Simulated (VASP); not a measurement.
# Cu (P6_3/mmc) in VASP: further runs, part 2 of 2

VASP 6.6.1.

## 3. Relaxation of the atoms, PBE

File INCAR:

```
SYSTEM = Cu
  PREC = Accurate
  ENCUT = 610
  EDIFF = 1E-7
  ISMEAR = 0
  SIGMA = 0.1
  LREAL = .FALSE.
  LASPH = .TRUE.
  NELM = 120
  ALGO = Normal
  ISIF = 2
  LWAVE = .FALSE.
  LCHARG = .FALSE.
  GGA = PE
  IBRION = 2
  NSW = 50
  EDIFFG = -0.04
  ISYM = 0
  GGA_COMPAT = .FALSE.
  NELMIN = 4
```

File KPOINTS:

```
Automatic mesh
0
Gamma
  2 2 4
  0.5 0.5 0
```

File POSCAR:

```
Cu
1.0
    2.5340966698      0.0000000000      0.0000000000
   -1.2670483349      2.1945920917      0.0000000000
    0.0000000000      0.0000000000      4.1125710000
Cu
2
Direct
    0.3333333333      0.6666666667      0.2500000000
    0.6666666667      0.3333333333      0.7500000000
```

Potentials or basis: VASP PAW PBE potentials, release 64 (Cu_sv_GW).

Started as:

```console
$ cat potpaw_PBE.64/Cu_sv_GW/POTCAR > POTCAR
$ mpirun -np 1 vasp_std > vasp.out
```

OUTCAR:

```text
SYSTEM = Cu
   PREC = Accurate
   ENCUT = 610
   EDIFF = 1E-7
   ISMEAR = 0
   LREAL = .FALSE.
   LASPH = .TRUE.
   NELM = 120
   ISIF = 2
   GGA = PE
   IBRION = 2
   NSW = 50
   EDIFFG = -0.04
   ISYM = 0
   NELMIN = 4

 ion  position               nearest neighbor table
   1  0.333  0.667  0.250-   2 2.52   2 2.52   2 2.52   2 2.52   2 2.52   2 2.52
   2  0.667  0.333  0.750-   1 2.52   1 2.52   1 2.52   1 2.52   1 2.52   1 2.52
[... 776 lines left out ...]

------------------------ aborting loop because EDIFF is reached ----------------------------------------

  FORCE on cell =-STRESS in cart. coord.  units (eV):
  Direction    XX          YY          ZZ          XY          YZ          ZX
  --------------------------------------------------------------------------------------
  -------------------------------------------------------------------------------------
  Total        0.4998676      0.4999072     -0.5854194     -0.0000082      0.0000305      0.0000183
  in kB       35.0166939     35.0194692    -41.0097631     -0.0005713      0.0021388      0.0012853
  external PRESSURE =       9.6754667 kB  Pullay stress =       0.0000000 kB

 VOLUME and BASIS-vectors are now :
 -----------------------------------------------------------------------------
  energy-cutoff  :      610.00
  volume of cell :       22.87
      direct lattice vectors                 reciprocal lattice vectors
     2.534096670  0.000000000  0.000000000     0.394617937  0.227832772  0.000000000
    -1.267048335  2.194592092  0.000000000     0.000000000  0.455665544  0.000000000
     0.000000000  0.000000000  4.112571000     0.000000000  0.000000000  0.243156896

 POSITION                                       TOTAL-FORCE (eV/Angst)
 -----------------------------------------------------------------------------------
     -0.00000      1.46306      1.02814         0.000208     -0.000132      0.000209
      1.26705      0.73153      3.08443        -0.000208      0.000132     -0.000209
 -----------------------------------------------------------------------------------
    total drift:                                0.000122      0.000317     -0.000087

  FREE ENERGIE OF THE ION-ELECTRON SYSTEM (eV)
  ---------------------------------------------------
  free  energy   TOTEN  =        -7.9022212401 eV

  energy  without entropy=       -7.8971283545  energy(sigma->0) =       -7.89967480

 reached required accuracy - stopping structural energy minimisation
```

CONTCAR:

```text
Cu
   1.00000000000000
     2.5340966697999998    0.0000000000000000    0.0000000000000000
    -1.2670483348999999    2.1945920917000001    0.0000000000000000
     0.0000000000000000    0.0000000000000000    4.1125710000000000
  Cu
     2
Direct
     0.3333333332999970    0.6666666667000030    0.2500000000000000
     0.6666666667000030    0.3333333332999970    0.7500000000000000

  0.00000000E+00  0.00000000E+00  0.00000000E+00
  0.00000000E+00  0.00000000E+00  0.00000000E+00
```

Run time: 12 s. Hardware: 1 thread of Intel Xeon 6975P-C (Granite Rapids), shared host; peak memory 0.15 GiB.

What came out:

```
Free energy             : -7.9022 eV
Pressure after relaxing : 1.0 GPa
Band gap on the k mesh  : zero (band 19 reaches 8.90 eV, above the bottom of band 20 at 6.44 eV)
```

Stress tensor (GPa, compression positive):
```
 3.50  0.00  0.00
 0.00  3.50  0.00
 0.00  0.00 -4.10
```

Final structure:
```yaml
crystal:
  lattice:
    - [2.53410, 0.00000, 0.00000]
    - [-1.26705, 2.19459, 0.00000]
    - [0.00000, 0.00000, 4.11257]
  atoms:
    - { symbol: Cu, position: [0.33333, 0.66667, 0.25000] }
    - { symbol: Cu, position: [0.66667, 0.33333, 0.75000] }
```

Caveat: the k points lie up to 1.43 Å⁻¹ apart; the relaxation stopped at its first step, so nothing moved.

## 4. Single point, LDA

File INCAR:

```
ALGO = Normal ; EDIFF = 1E-6
ENCUT = 600 ; GGA_COMPAT = F
ISIF = 2 ; ISMEAR = -4
LASPH = T ; LCHARG = F
LREAL = F ; LWAVE = F
NBANDS = 18 ; NELM = 120
PREC = Accurate ; SIGMA = 0.1
```

File KPOINTS:

```
k-points
0
Gamma
  6 6 4
```

POSCAR is that of step 3.

Potentials or basis: VASP PAW LDA potentials, release 64 (Cu).

Started as:

```console
$ cat potpaw_LDA.64/Cu/POTCAR > POTCAR
$ mpirun -np 1 vasp_std > vasp.out
```

It took 7 s on 1 thread of AMD EPYC 7R43 (Zen 3), shared host; peak memory 0.1 GiB.

Results (log left out):

```
Free energy            : -9.0240 eV
Pressure               : -5.9 GPa
Band gap on the k mesh : zero (band 11 reaches 11.81 eV, above the bottom of band 12 at 5.64 eV)
```

Stress tensor (GPa, compression positive):
```
-5.30  0.00  0.00
 0.00 -5.30  0.00
 0.00  0.00 -7.03
```

Levels at points of the mesh, in eV from the Fermi level:
| k point | band 7 | band 8 | band 9 | band 10 | band 11 | band 12 | band 13 | band 14 | band 15 | band 16 |
| --- | --- | --- | --- | --- | --- | --- | --- | --- | --- | --- |
| (0.00, 0.00, 0.00) | -2.95 | -2.68 | -2.68 | -1.88 | -1.88 | -1.02 | 3.93 | 21.64 | 21.94 | 21.94 |
| (0.50, 0.00, 0.00) | -2.91 | -1.78 | -1.73 | -1.67 | -0.06 | 1.54 | 7.89 | 8.30 | 10.94 | 11.27 |
| (0.00, 0.00, 0.50) | -3.22 | -3.22 | -2.11 | -2.11 | -2.11 | -2.11 | 12.85 | 12.85 | 22.33 | 22.33 |
| (0.50, 0.00, 0.50) | -2.05 | -2.05 | -1.71 | -1.71 | 0.44 | 0.44 | 4.94 | 4.94 | 16.27 | 16.27 |

Caveat: the k points lie up to 0.48 Å⁻¹ apart.

## 5. Single point, PBE

File INCAR:

```
SYSTEM = Cu
PREC = Accurate ; ENCUT = 600
EDIFF = 1E-6 ; ISMEAR = 0
SIGMA = 0.1 ; LREAL = .False.
LASPH = .True. ; NELM = 120
ALGO = Normal ; ISIF = 2
LWAVE = .False. ; LCHARG = .False.
GGA = PE ; NBANDS = 18
GGA_COMPAT = .False.
```

File KPOINTS:

```
Automatic mesh
0
Gamma
  6 6 4
  0 0 0
```

POSCAR is that of step 4.

Potentials or basis: VASP PAW PBE potentials, release 64 (Cu).

Started as:

```console
$ cat potpaw_PBE.64/Cu/POTCAR > POTCAR
$ mpirun -np 1 vasp_std > vasp.out
```

It took 7.7 s on 1 thread of AMD EPYC 7R43 (Zen 3), shared host; peak memory 0.1 GiB.

The run converged. Its results:

```yaml
Free_energy: -7.3581 eV
Pressure: 8.2 GPa
Band_gap_on_the_k_mesh: zero (band 11 reaches 12.08 eV, above the bottom of band 12 at 5.99 eV)
```

Stress tensor (GPa, compression positive):
```
8.82 0.00 0.00
0.00 8.82 0.00
0.00 0.00 7.02
```

Levels at points of the mesh, in eV from the Fermi level:
| k point | band 9 | band 10 | band 11 | band 12 | band 13 | band 14 |
| --- | --- | --- | --- | --- | --- | --- |
| (0.00, 0.00, 0.00) | -2.46 | -1.66 | -1.66 | -0.93 | 4.12 | 21.64 |
| (0.50, 0.00, 0.00) | -1.51 | -1.47 | 0.09 | 1.71 | 8.04 | 8.48 |
| (0.00, 0.00, 0.50) | -1.90 | -1.90 | -1.90 | -1.90 | 12.99 | 12.99 |
| (0.50, 0.00, 0.50) | -1.51 | -1.51 | 0.56 | 0.56 | 5.11 | 5.11 |

Caveat: the k points lie up to 0.48 Å⁻¹ apart.

## 6. The runs side by side

| task | level | potentials or basis | cell | k mesh | cutoff (eV) | smearing | second run | gap on the mesh (eV) | pressure (GPa) |
| --- | --- | --- | --- | --- | --- | --- | --- | --- | --- |
| single point | PBE | VASP PAW PBE potentials, release 64 (Cu) | as given | 6 × 6 × 4 | 600 | gaussian 0.1 eV | - | none | 8.2 |
| relaxation of the atoms | PBE | VASP PAW PBE potentials, release 64 (Cu_sv_GW) | atoms relaxed | 2 × 2 × 4, shifted | 610 | gaussian 0.1 eV | valence_matched | none | 1.0 |
| single point | LDA | VASP PAW LDA potentials, release 64 (Cu) | as given | 6 × 6 × 4 | 600 | tetrahedron | - | none | -5.9 |

Alike in all rows: no spin polarisation.

Caveats: all runs use coarse meshes; the relaxation stopped at its first step, so nothing moved (some runs).

Total energies depend on the potentials used, so only differences within one code and one set of settings carry meaning.
